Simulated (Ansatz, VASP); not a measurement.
# BaCu3: VASP beside Ansatz

The input INCAR:

```
SYSTEM = BaCu3
  PREC = Accurate
  ENCUT = 820
  EDIFF = 1E-7
  ISMEAR = 0
  SIGMA = 0.1
  LREAL = .FALSE.
  LASPH = .TRUE.
  NELM = 120
  ALGO = Normal
  ISIF = 3
  LWAVE = .FALSE.
  LCHARG = .FALSE.
  GGA = PE
  IBRION = 2
  NSW = 100
  EDIFFG = -0.01
  GGA_COMPAT = .FALSE.
  NELMIN = 4
```

The input KPOINTS:

```
Automatic mesh
0
G
  10 10 10
  0 0 0
```

Contents of POSCAR:

```
BaCu3
1.0
    4.4480391564      0.0000000000      0.0000000000
    0.0000000000      4.4480391564      0.0000000000
    0.0000000000      0.0000000000      4.4480391564
Ba Cu
1 3
Direct
    0.0000000000      0.0000000000      0.0000000000
    0.0000000000      0.5000000000      0.5000000000
    0.5000000000      0.0000000000      0.5000000000
    0.5000000000      0.5000000000      0.0000000000
```

Input for Ansatz:

```yaml
crystal:
  lattice:
    - [4.4480391564, 0.0, 0.0]
    - [0.0, 4.4480391564, 0.0]
    - [0.0, 0.0, 4.4480391564]
  atoms:
    - { symbol: Ba, position: [0.0, 0.0, 0.0] }
    - { symbol: Cu, position: [0.0, 0.5, 0.5] }
    - { symbol: Cu, position: [0.5, 0.0, 0.5] }
    - { symbol: Cu, position: [0.5, 0.5, 0.0] }
basis:
  ecutwfc: 420
kpoints:
  mp_grid: { grid: [10, 10, 10] }
hamiltonian:
  xc: pbe
scf:
  occupations: { method: gaussian, width: 0.1 }
output:
  forces: true
  stress: true
  eigenvalues: true
relax:
  adjacent_minimum: "off"
  f_tol: 0.01
  max_steps: 80
  cell: { stress_tol: 0.05 }
```

Alike in both runs: task relaxation of cell and atoms; functional PBE; k mesh 10 × 10 × 10; occupations gaussian, width 0.1 eV; no spin polarisation.

|  | VASP | Ansatz |
| --- | --- | --- |
| version | VASP 6.6.1 | Ansatz 0.2.0 |
| potentials or method | VASP PAW PBE potentials, release 64 (Ba_sv, Cu_sv_GW), cutoff 820 eV | scalar-relativistic, plane waves, PAW |
| valence electrons in the cell | 67 | 67 |

Ansatz gave:

```
gap on the k mesh at the Fermi level, each at its own relaxed structure (eV)  : none
relaxed volume (Å³/atom)                                                      : 22.04
relaxed length of the cell vector where the two differ most in proportion (Å) : 4.451
```

**Question.** Which values does VASP return?

**Answer.** gap on the k mesh at the Fermi level, each at its own relaxed structure (eV): none; relaxed volume (Å³/atom): 22.00; relaxed length of the cell vector where the two differ most in proportion (Å): 4.448.

A gap of «none» marks a metal or a gap that the smearing closes.

Spin-orbit coupling is off throughout. Noted on VASP's run: the relaxation stopped at its first step, so nothing moved.
